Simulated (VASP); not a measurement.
# SiO2 (P4_12_12) in VASP: relaxation of the atoms with PBE

Aim: the relaxation of the atoms of SiO2 with PBE.

Everything below comes from runs of VASP 6.6.1. Logs are shortened: lines on timing, memory, paths and dates and some standing lists are left out, and cuts for length are marked.

**1. The cell of the first run**

It takes space group P4_12_12 (No. 92, tetragonal). The conventional cell has a = 4.973 Å, b = 4.973 Å, c = 6.926 Å, α = 90.00°, β = 90.00°, γ = 90.00°. Within 2.1 Å of Si (site symmetry 2) lie 4 O at 1.60 to 1.61 Å. O (site symmetry 1) has 2 Si at 1.60 to 1.61 Å within 2.1 Å.

**2. Relaxation of the atoms, PBE**

The input, INCAR:

```
SYSTEM = SiO2
PREC = Accurate ; ENCUT = 520
EDIFF = 1E-7 ; ISMEAR = -1
SIGMA = 0.02 ; LREAL = .False.
LASPH = .True. ; NELM = 60
ALGO = Normal ; ISIF = 2
LWAVE = .False. ; LCHARG = .False.
GGA = PE ; IBRION = 2
NSW = 80 ; EDIFFG = -0.02
```

The input, KPOINTS:

```
regular mesh
0
Gamma
  5 5 4
  0 0 0
```

The input, POSCAR:

```
SiO2
1.0
    4.9727000000      0.0000000000      0.0000000000
    0.0000000000      4.9727000000      0.0000000000
    0.0000000000      0.0000000000      6.9257000000
Si O
4 8
Direct
    0.3007000000      0.3007000000      0.0000000000
    0.1993000000      0.8007000000      0.2500000000
    0.6993000000      0.6993000000      0.5000000000
    0.8007000000      0.1993000000      0.7500000000
    0.2390000000      0.1041000000      0.1787000000
    0.3959000000      0.7390000000      0.4287000000
    0.7610000000      0.8959000000      0.6787000000
    0.6041000000      0.2610000000      0.9287000000
    0.7390000000      0.3959000000      0.5713000000
    0.8959000000      0.7610000000      0.3213000000
    0.2610000000      0.6041000000      0.0713000000
    0.1041000000      0.2390000000      0.8213000000
```

Potentials or basis: VASP PAW PBE potentials, release 64 (Si, O).

Run with:

```console
$ cat potpaw_PBE.64/Si/POTCAR potpaw_PBE.64/O/POTCAR > POTCAR
$ mpirun -np 1 vasp_std > vasp.out
```

OUTCAR:

```text
SYSTEM = SiO2
   PREC = Accurate
   ENCUT = 520
   EDIFF = 1E-7
   ISMEAR = -1
   LREAL = .False.
   LASPH = .True.
   NELM = 60
   ISIF = 2
   GGA = PE
   IBRION = 2
   NSW = 80
   EDIFFG = -0.02

 ion  position               nearest neighbor table
   1  0.301  0.301  0.000-   8 1.60  11 1.60   5 1.61  12 1.61   2 3.07   4 3.07   2 3.07   4 3.07

   2  0.199  0.801  0.250-   5 1.60  10 1.60   6 1.61  11 1.61   1 3.07   3 3.07   1 3.07   3 3.07

   3  0.699  0.699  0.500-   6 1.60   9 1.60   7 1.61  10 1.61   2 3.07   4 3.07   4 3.07   2 3.07

   4  0.801  0.199  0.750-   7 1.60  12 1.60   9 1.61   8 1.61   1 3.07   3 3.07   3 3.07   1 3.07

   5  0.239  0.104  0.179-   2 1.60   1 1.61
   6  0.396  0.739  0.429-   3 1.60   2 1.61
   7  0.761  0.896  0.679-   4 1.60   3 1.61
   8  0.604  0.261  0.929-   1 1.60   4 1.61
   9  0.739  0.396  0.571-   3 1.60   4 1.61
  10  0.896  0.761  0.321-   2 1.60   3 1.61
  11  0.261  0.604  0.071-   1 1.60   2 1.61
  12  0.104  0.239  0.821-   4 1.60   1 1.61

  LATTYP: Found a simple tetragonal cell.
 ALAT       =     4.9727000000
 C/A-ratio  =     1.3927443843

  Lattice vectors:

 A1 = (   4.9727000000,   0.0000000000,   0.0000000000)
 A2 = (   0.0000000000,   4.9727000000,   0.0000000000)
 A3 = (   0.0000000000,   0.0000000000,   6.9257000000)

Analysis of symmetry for initial positions (statically):
=====================================================================
 Subroutine PRICEL returns:
 Original cell was already a primitive cell.

 Routine SETGRP: Setting up the symmetry group for a
 simple tetragonal supercell.

 Subroutine GETGRP returns: Found  8 space group operations
 (whereof  2 operations were pure point group operations)
 out of a pool of 16 trial point group operations.

The static configuration has the point symmetry C_2 .
 The point group associated with its full space group is D_4 .

Analysis of symmetry for dynamics (positions and initial velocities):
=====================================================================
 Subroutine PRICEL returns:
 Original cell was already a primitive cell.

 Routine SETGRP: Setting up the symmetry group for a
 simple tetragonal supercell.

 Subroutine GETGRP returns: Found  8 space group operations
 (whereof  2 operations were pure point group operations)
 out of a pool of 16 trial point group operations.

The dynamic configuration has the point symmetry C_2 .
 The point group associated with its full space group is D_4 .

 Subroutine INISYM returns: Found  8 space group operations
 (whereof  2 operations are pure point group operations),
 and found     1 'primitive' translations

----------------------------------------------------------------------------------------

                                     Primitive cell

  volume of cell :     171.2569

  direct lattice vectors                    reciprocal lattice vectors
     4.972700000  0.000000000  0.000000000     0.201097995  0.000000000  0.000000000
     0.000000000  4.972700000  0.000000000     0.000000000  0.201097995  0.000000000
     0.000000000  0.000000000  6.925700000     0.000000000  0.000000000  0.144389737

  length of vectors
     4.972700000  4.972700000  6.925700000     0.201097995  0.201097995  0.144389737

  position of ions in fractional coordinates (direct lattice)
     0.300700000  0.300700000  0.000000000
     0.199300000  0.800700000  0.250000000
     0.699300000  0.699300000  0.500000000
     0.800700000  0.199300000  0.750000000
     0.239000000  0.104100000  0.178700000
     0.395900000  0.739000000  0.428700000
     0.761000000  0.895900000  0.678700000
     0.604100000  0.261000000  0.928700000
     0.739000000  0.395900000  0.571300000
     0.895900000  0.761000000  0.321300000
     0.261000000  0.604100000  0.071300000
     0.104100000  0.239000000  0.821300000

  ion indices of the primitive-cell ions
   primitive index   ion index
                 1           1
                 2           2
                 3           3
                 4           4
                 5           5
                 6           6
                 7           7
                 8           8
                 9           9
                10          10
                11          11
                12          12

----------------------------------------------------------------------------------------

 KPOINTS: regular mesh

Automatic generation of k-mesh.
 Grid dimensions read from file:
 generate k-points for:    5    5    4

 Generating k-lattice:

  Cartesian coordinates                     Fractional coordinates (reciprocal lattice)
     0.040219599  0.000000000  0.000000000     0.200000000  0.000000000  0.000000000
     0.000000000  0.040219599  0.000000000     0.000000000  0.200000000  0.000000000
     0.000000000  0.000000000  0.036097434     0.000000000  0.000000000  0.250000000

  Length of vectors
     0.040219599  0.040219599  0.036097434

  Shift w.r.t. Gamma in fractional coordinates (k-lattice)
     0.000000000  0.000000000  0.000000000

 Subroutine IBZKPT returns following result:
 ===========================================

 Found     18 irreducible k-points:

 Following reciprocal coordinates:
            Coordinates               Weight
  0.000000  0.000000  0.000000      1.000000
  0.200000  0.000000  0.000000      4.000000
  0.400000  0.000000  0.000000      4.000000
  0.200000  0.200000  0.000000      4.000000
  0.400000  0.200000  0.000000      8.000000
  0.400000  0.400000  0.000000      4.000000
[... 10 lines left out ...]
  0.400000  0.200000  0.500000      8.000000
  0.400000  0.400000  0.500000      4.000000
   k-points           NKPTS =     18   k-points in BZ     NKDIM =     18   number of bands    NBANDS=     39
   number of dos      NEDOS =    301   number of ions     NIONS =     12
   total plane-waves  NPLWV =  86400
   dimension x,y,z NGX =    40 NGY =   40 NGZ =   54
   dimension x,y,z NGXF=    80 NGYF=   80 NGZF=  108
   ions per type =               4   8
   NGX,Y,Z   is equivalent  to a cutoff of  13.37, 13.37, 12.96 a.u.
   NGXF,Y,Z  is equivalent  to a cutoff of  26.75, 26.75, 25.92 a.u.
 SYSTEM =  SiO2
   PREC   = accura    normal or accurate (medium, high low for compatibility)
   ISTART =      0    job   : 0-new  1-cont  2-samecut
   ICHARG =      2    charge: 1-file 2-atom 10-const
   ISPIN  =      1    spin polarized calculation?
   LNONCOLLINEAR =      F non collinear calculations
   LSORBIT =      F    spin-orbit coupling
   LASPH  =      T    aspherical Exc in radial PAW
   ENCUT  =  520.0 eV  38.22 Ry    6.18 a.u.   9.25  9.25 12.88*2*pi/ulx,y,z
   NELM   =     60;   NELMIN=  2; NELMDL= -5     # of ELM steps
   EDIFF  = 0.1E-06   stopping-criterion for ELM
   LREAL  =      F    real-space projection
   EDIFFG = -.2E-01   stopping-criterion for IOM
   NSW    =     80    number of steps for IOM
   IBRION =      2    ionic relax: 0-MD 1-quasi-New 2-CG
   NFREE  =      1    steps in history (QN), initial steepest desc. (CG)
   ISIF   =      2    stress and relaxation
   ISYM   =      2    0-nonsym 1-usesym 2-fastsym
   POTIM  = 0.5000    time-step for ionic-motion
   TEBEG  =    0.0;   TEEND  =   0.0 temperature during run
   PSTRESS=    0.0 pullay stress
   NELECT =      64.0000    total number of electrons
   NUPDOWN=      -1.0000    fix difference up-down
   EMIN   =  10.00;   EMAX   =-10.00  energy-range for DOS
   EFERMI =   0.00;   METHOD = LEGACY
   ISMEAR =    -1;   SIGMA  =   0.02  broadening in eV -4-tet -1-fermi 0-gaus
   EFERMI_NEDOS =   21; number of points for ismear=-14 and -15
   IALGO  =     38    algorithm
   IMIX   =      4    mixing-type and parameters
     AMIX     =   0.40;   BMIX     =  1.00
     AMIX_MAG =   1.60;   BMIX_MAG =  1.00
  volume/ion in A,a.u.               =      14.27        96.31
  Fermi-wavevector in a.u.,A,eV,Ry     =   1.179194  2.228354 18.918895  1.390500
  Thomas-Fermi vector in A             =   2.315510
   LORBIT       =      0    0 simple, 1 ext, 2 COOP (PROOUT), +10 PAW based schemes
   GGA     = PE    functional components
   LHFCALC =     F    Hartree Fock is set to
   AEXX    =    0.0000 exact exchange contribution
   IVDW    =     0    specifies the selected vdW correction
   LEPSILON=     F    determine dielectric tensor
   LRPA    =     F    only Hartree local field effects (RPA)
 conjugate gradient relaxation of ions
 non-spin polarized calculation
  energy-cutoff  :      520.00
  volume of cell :      171.26
 maximum number of plane-waves:      4642
 NGX is ok and might be reduce to    40
   NGX = 19   NGY = 19   NGZ = 25

--------------------------------------- Ionic step        1  -------------------------------------------

 number of electron      63.9999984 magnetization

 Free energy of the ion-electron system (eV)
  ---------------------------------------------------
  ext. energy  EPLUGINS =         0.00000000
  ---------------------------------------------------
  free energy    TOTEN  =       -94.74894756 eV

  energy without entropy =      -94.74894756  energy(sigma->0) =      -94.74894756

------------------------ aborting loop because EDIFF is reached ----------------------------------------

  FORCE on cell =-STRESS in cart. coord.  units (eV):
  Direction    XX          YY          ZZ          XY          YZ          ZX
  --------------------------------------------------------------------------------------
  -------------------------------------------------------------------------------------
  Total        8.3833665      8.3833665      7.7792200      0.0000000      0.0000000     -0.0000000
  in kB       78.4297515     78.4297515     72.7777195      0.0000000      0.0000000     -0.0000000
  external PRESSURE =      76.5457409 kB  Pullay stress =       0.0000000 kB
[... 119 lines left out ...]
  FREE ENERGIE OF THE ION-ELECTRON SYSTEM (eV)
  ---------------------------------------------------
  free  energy   TOTEN  =       -94.8010094682 eV

  energy  without entropy=      -94.8010094682  energy(sigma->0) =      -94.80100947

[... ionic steps 4 to 26 ...]

--------------------------------------- Ionic step       27  -------------------------------------------

 number of electron      64.0000021 magnetization

------------------------ aborting loop because EDIFF is reached ----------------------------------------

  FORCE on cell =-STRESS in cart. coord.  units (eV):
  Direction    XX          YY          ZZ          XY          YZ          ZX
  --------------------------------------------------------------------------------------
  -------------------------------------------------------------------------------------
  Total        1.3168752      1.3168752      1.1213140      0.0000000      0.0000000      0.0000000
  in kB       12.3198954     12.3198954     10.4903414      0.0000000      0.0000000      0.0000000
  external PRESSURE =      11.7100441 kB  Pullay stress =       0.0000000 kB
[... 77 lines left out ...]
  energy  without entropy=      -94.8885869324  energy(sigma->0) =      -94.88858693

--------------------------------------- Ionic step       29  -------------------------------------------

 number of electron      64.0000020 magnetization

 Free energy of the ion-electron system (eV)
  ---------------------------------------------------
  ext. energy  EPLUGINS =         0.00000000
  ---------------------------------------------------
  free energy    TOTEN  =       -94.88861610 eV

  energy without entropy =      -94.88861610  energy(sigma->0) =      -94.88861610

 E-fermi :   0.6185     XC(G=0):  -8.4909

 val. band max:        0.1520053564   @ k =   0.0000   0.0000   0.0000
 cond. band min:       5.7696391977   @ k =   0.0000   0.0000   0.0000
 fundamental gap:      5.6176338413
 Fermi energy:         0.6184894833

 k-point     1 :       0.0000    0.0000    0.0000
  band No.  band energies     occupation
      1     -19.1999      2.00000
      2     -18.3127      2.00000
      3     -18.3127      2.00000
      4     -17.1894      2.00000
      5     -17.1215      2.00000
      6     -17.1193      2.00000
[... 784 lines left out ...]
  FREE ENERGIE OF THE ION-ELECTRON SYSTEM (eV)
  ---------------------------------------------------
  free  energy   TOTEN  =       -94.8886160979 eV

  energy  without entropy=      -94.8886160979  energy(sigma->0) =      -94.88861610

 reached required accuracy - stopping structural energy minimisation
```

Wall time 20 min (1 thread of Intel Xeon Platinum 8559C (Emerald Rapids), shared host); peak memory 0.33 GiB.

Results:

```
Free energy                  : -94.8886 eV
Energy gained by relaxing    : 11.6 meV/atom
Ionic steps                  : 29
Pressure after relaxing      : 1.2 GPa
Largest force after relaxing : 0.009 eV/Å
Band gap on the k mesh       : 5.62 eV
```

Forces on the atoms (eV/Å):
```
Si  -0.006 -0.006  0.000
Si   0.006 -0.006  0.000
Si   0.006  0.006  0.000
Si  -0.006  0.006  0.000
O    0.004  0.003 -0.008
O   -0.003  0.004 -0.008
O   -0.004 -0.003 -0.008
O    0.003 -0.004 -0.008
O    0.004 -0.003  0.008
O   -0.003 -0.004  0.008
O   -0.004  0.003  0.008
O    0.003  0.004  0.008
```

Step by step:
| step | energy change (eV) | largest force (eV/Å) | pressure (GPa) |
| --- | --- | --- | --- |
| 1 | 0.0000 | 0.4780 | 7.65 |
| 2 | -0.0516 | 0.5727 | 5.88 |
| 3 | -0.0521 | 0.6466 | 5.71 |
| 4 | -0.0792 | 0.5345 | 4.91 |
| 5 | -0.1118 | 0.2521 | 2.70 |
| 6 | -0.1152 | 0.2022 | 2.69 |
| 7 | -0.1230 | 0.1689 | 2.67 |
| 8 | -0.1269 | 0.2952 | 2.63 |
| 9 | -0.1288 | 0.2569 | 2.60 |
| 10 | -0.1325 | 0.1543 | 2.52 |
| 11 | -0.1305 | 0.1818 | 2.36 |
| 12 | -0.1332 | 0.1144 | 2.46 |
| 13 | -0.1340 | 0.1050 | 2.42 |
| 14 | -0.1357 | 0.0855 | 2.30 |
| 15 | -0.1362 | 0.1473 | 2.05 |
| 16 | -0.1364 | 0.0923 | 2.14 |
| 17 | -0.1373 | 0.0553 | 2.01 |
| 18 | -0.1376 | 0.0467 | 1.89 |
| 19 | -0.1379 | 0.0370 | 1.83 |
| 20 | -0.1385 | 0.0611 | 1.65 |
| 21 | -0.1385 | 0.1194 | 1.27 |
| 22 | -0.1387 | 0.0908 | 1.45 |
| 23 | -0.1389 | 0.0727 | 1.40 |
| 24 | -0.1392 | 0.0382 | 1.26 |
| 25 | -0.1393 | 0.0316 | 1.25 |
| 26 | -0.1396 | 0.0202 | 1.22 |
| 27 | -0.1395 | 0.0337 | 1.17 |
| 28 | -0.1396 | 0.0214 | 1.20 |
| 29 | -0.1397 | 0.0094 | 1.20 |

Final structure:
```
Si O
1.0
     4.97270    0.00000    0.00000
     0.00000    4.97270    0.00000
     0.00000    0.00000    6.92570
Si O
4 8
Cartesian
  1.5208 1.5208 0.0000
  0.9656 4.0071 1.7314
  3.4519 3.4519 3.4628
  4.0071 0.9656 5.1943
  1.1765 0.5821 1.2831
  1.9042 3.6629 3.0145
  3.7962 4.3906 4.7459
  3.0685 1.3098 6.4773
  3.6629 1.9042 3.9112
  4.3906 3.7962 2.1798
  1.3098 3.0685 0.4484
  0.5821 1.1765 5.6426
```
